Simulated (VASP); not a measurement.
Crystal: Na2Te2H.

```
CELL_PARAMETERS angstrom
5.10787 0.00000 0.00000
0.00000 8.91778 0.00000
0.00000 0.00000 5.76606
ATOMIC_POSITIONS crystal
Na 0.00000 0.00000 0.24445
Na 0.50000 0.50000 0.75555
Na 0.00000 0.00000 0.75555
Na 0.50000 0.50000 0.24445
Te 0.23334 0.80272 0.00000
Te 0.76666 0.19728 0.00000
Te 0.73334 0.69728 0.00000
Te 0.26666 0.30272 0.00000
H 0.50000 0.00000 0.00000
H 0.00000 0.50000 0.00000
```

The cell was built from a structure type or drawn by symmetry, and may not be a known phase.

```yaml
Program: VASP 6.6.1
Task: relaxation of cell and atoms
Functional: PBE
Potentials_or_basis: VASP PAW PBE potentials, release 64 (Na_pv, Te, H)
Cutoff: 600 eV
k_mesh: 3 × 2 × 3
Occupations: gaussian, width 0.2 eV
Spin: no spin polarisation
```

At the start: pressure 15.9 GPa; volume 26.26 Å³/atom.

Question: Where does the relaxation end?

Answer: Over 22 steps the energy falls by 695.8 meV/atom and the volume is 42.79 Å³/atom (+62.9 %); space group Pbam (No. 55, to 0.1 Å) before and after.

The path:
```csv
step,energy change (eV),largest force (eV/Å),pressure (GPa),volume (Å³)
1,0.0000,2.1944,15.86,262.65
2,-4.5917,0.9151,-0.79,373.43
3,-4.6283,0.9081,0.14,357.56
4,-4.6307,0.9084,-0.06,360.56
5,-4.9344,0.9684,-0.06,363.16
6,-5.7894,0.9655,0.06,369.64
7,-6.1651,0.9347,1.69,376.29
8,-6.3610,0.5463,0.53,374.18
9,-6.4034,0.3957,0.77,374.98
10,-6.4038,0.3736,0.85,375.16
11,-6.5580,0.4564,-0.16,404.54
12,-6.5626,0.4971,-0.32,410.71
13,-6.7245,0.3899,-0.37,414.71
14,-6.8109,0.1677,-0.48,419.49
15,-6.8246,0.3522,0.74,398.09
16,-6.8495,0.2001,0.17,407.37
17,-6.8814,0.1060,0.18,408.30
18,-6.9138,0.1943,0.30,410.19
19,-6.9339,0.1951,0.17,416.98
20,-6.9420,0.2012,0.05,425.08
21,-6.9532,0.1096,0.09,426.42
22,-6.9577,0.0469,0.15,427.91
```

Final structure:
```xyz
10
Lattice="6.8728 0.0000 0.0000 0.0000 8.1814 0.0000 0.0000 0.0000 7.6101" Properties=species:S:1:pos:R:3 pbc="T T T"
Na    0.0000    0.0000    1.5488
Na    3.4364    4.0907    6.0613
Na    0.0000    0.0000    6.0613
Na    3.4364    4.0907    1.5488
Te    2.2604    6.6344    0.0000
Te    4.6124    1.5469    0.0000
Te    5.6968    5.6376    0.0000
Te    1.1760    2.5437    0.0000
H     3.4364    0.0000    0.0000
H     0.0000    4.0907    0.0000
```

Caveat: the k points lie up to 0.38 Å⁻¹ apart in the final cell, too coarse for converged energies and pressures of a metal; the volume moved by over 15 % at a fixed basis, so the end points are rough; the relaxation stopped at a loose force limit of 0.08 eV/Å, so its end isn't a converged minimum.
